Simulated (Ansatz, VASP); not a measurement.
One calculation of ZnAu, two programs

File INCAR:

```
ALGO     = Normal         # electronic algorithm
EDIFF    = 1E-6           # SCF threshold, eV
ENCUT    = 520            # plane-wave cutoff, eV
GGA      = PE             # functional
ISIF     = 2              # what is computed and relaxed
ISMEAR   = -1             # smearing method
LASPH    = T              # aspherical terms in the spheres
LCHARG   = T              # write CHGCAR
LELF     = T              # ELF
LREAL    = F              # projectors in reciprocal space
LVHAR    = T            
LWAVE    = F              # write WAVECAR
NBANDS   = 18             # bands
NELM     = 80             # most SCF steps
PREC     = Accurate       # precision mode
SIGMA    = 0.05           # smearing width, eV
```

Contents of KPOINTS:

```
k-points
0
Gamma
  7 7 7
```

The input POSCAR:

```
ZnAu
1.0
    3.1155300000      0.0000000000      0.0000000000
    0.0000000000      3.1155300000      0.0000000000
    0.0000000000      0.0000000000      3.1470000000
Au Zn
1 1
Direct
    0.0000000000      0.0000000000      0.0000000000
    0.5000000000      0.5000000000      0.5000000000
```

Contents of input.yaml:

```yaml
crystal:
  lattice:
    - [3.11553, 0.0, 0.0]
    - [0.0, 3.11553, 0.0]
    - [0.0, 0.0, 3.147]
  atoms:
    - { symbol: Au, position: [0.0, 0.0, 0.0] }
    - { symbol: Zn, position: [0.5, 0.5, 0.5] }
hamiltonian:
  xc: pbe
  pseudopotentials: { kind: paw }
kpoints:
  mp_grid: { grid: [7, 7, 7] }
  band_path:
    path:
      - [[0.0, 0.0, 0.0], [0.0, 0.5, 0.0], [0.5, 0.5, 0.0], [0.0, 0.0, 0.0], [0.0, 0.0, 0.5], [0.0, 0.5, 0.5], [0.5, 0.5, 0.5], [0.0, 0.0, 0.5]]
      - [[0.0, 0.5, 0.0], [0.0, 0.5, 0.5]]
      - [[0.5, 0.5, 0.0], [0.5, 0.5, 0.5]]
    npoints: 14
scf:
  occupations: { method: fermi_dirac, width: 0.05 }
  n_extra_bands: 6
output:
  forces: true
  stress: true
  eigenvalues: true
  fatbands: false
```

Alike in both runs: functional PBE; k mesh 7 × 7 × 7; occupations fermi-dirac, width 0.05 eV; no spin polarisation.

```csv
,VASP,Ansatz
version,VASP 6.6.1,Ansatz 0.2.0
potentials or method,"VASP PAW PBE potentials, release 64 (Au, Zn)",Ansatz PAW
plane-wave cutoff (eV),520,420
valence electrons in the cell,23,31
task,single point,band structure
```

|  | VASP | Ansatz | Ansatz less VASP |
| --- | --- | --- | --- |
| gap on the k mesh at the Fermi level (eV) | none | none | - |
| pressure (GPa) | 7.7 | 7.6 | -0.17 |
| traceless stress, the component that is largest in VASP (GPa) | 1.01 | 1.02 | +0.017 |

A gap of «none» marks a metal or a gap that the smearing closes. VASP's potentials hold 23 valence electrons a cell and Ansatz's 31, so a difference there can come from the potentials and not from the codes.

Spin-orbit coupling is off throughout.
